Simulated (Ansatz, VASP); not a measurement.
One calculation of MoS2, two programs

File INCAR:

```
SYSTEM = MoS2
PREC = Accurate ; ENCUT = 520
EDIFF = 1E-6 ; ISMEAR = -1
SIGMA = 0.02 ; LREAL = .FALSE.
LASPH = .TRUE. ; NELM = 60
ALGO = Normal ; ISIF = 2
LWAVE = .FALSE. ; LCHARG = .FALSE.
GGA = PE ; NBANDS = 20
```

File KPOINTS:

```
Automatic mesh
0
G
  12 12 4
  0 0 0
```

POSCAR

```
MoS2
1.0
    3.1059562055      0.0000000000      0.0000000000
   -1.5529781028      2.6898369770      0.0000000000
    0.0000000000      0.0000000000      6.6704196970
Mo S
1 2
Direct
    0.0000000000      0.0000000000      0.0000000000
    0.3333333333      0.6666666667      0.2361464865
    0.3333333333      0.6666666667      0.7638535135
```

Input for Ansatz:

```yaml
crystal:
  lattice:
    - [3.1059562055, 0.0, 0.0]
    - [-1.5529781028, 2.689836977, 0.0]
    - [0.0, 0.0, 6.670419697]
  atoms:
    - { symbol: Mo, position: [0.0, 0.0, 0.0] }
    - { symbol: S, position: [0.3333333333, 0.6666666667, 0.2361464865] }
    - { symbol: S, position: [0.3333333333, 0.6666666667, 0.7638535135] }
kpoints:
  mp_grid: { grid: [12, 12, 4] }
  band_path:
    path:
      - [0.0, 0.0, 0.0]
      - [0.5, 0.0, 0.0]
      - [0.3333333333, 0.3333333333, 0.0]
      - [0.0, 0.0, 0.5]
      - [0.5, 0.0, 0.5]
      - [0.3333333333, 0.3333333333, 0.5]
      - [0.174479, 0.174479, 0.0]
    npoints: 1
hamiltonian:
  xc: pbe
scf:
  occupations: { method: fermi_dirac, width: 0.02 }
  n_extra_bands: 4
output:
  forces: true
  stress: true
  eigenvalues: true
  write_density: true
  write_potential: true
  elf: true
  volumetric_format: npy
```

Change from the starting cell: hydrostatic strain -2.0%.

Alike in both runs: task single point; functional PBE; k mesh 12 × 12 × 4; occupations fermi-dirac, width 0.02 eV; no spin polarisation.

```csv
,VASP,Ansatz
version,VASP 6.6.1,Ansatz 0.2.0
potentials or method,"VASP PAW PBE potentials, release 64 (Mo_sv, S)","plane waves, PAW"
plane-wave cutoff (eV),520,420
valence electrons in the cell,26,26
```

```tsv
	VASP	Ansatz	Ansatz less VASP
gap on the k mesh at the Fermi level (eV)	1.30	1.29	-0.011
pressure (GPa)	6.5	6.7	+0.13
traceless stress, the component that is largest in VASP (GPa)	-2.27	-2.21	+0.056
rms of the force components (eV/Å)	0.065	0.071	+0.0068
```

Atom by atom the forces differ by 0.007 eV/Å (rms over components).
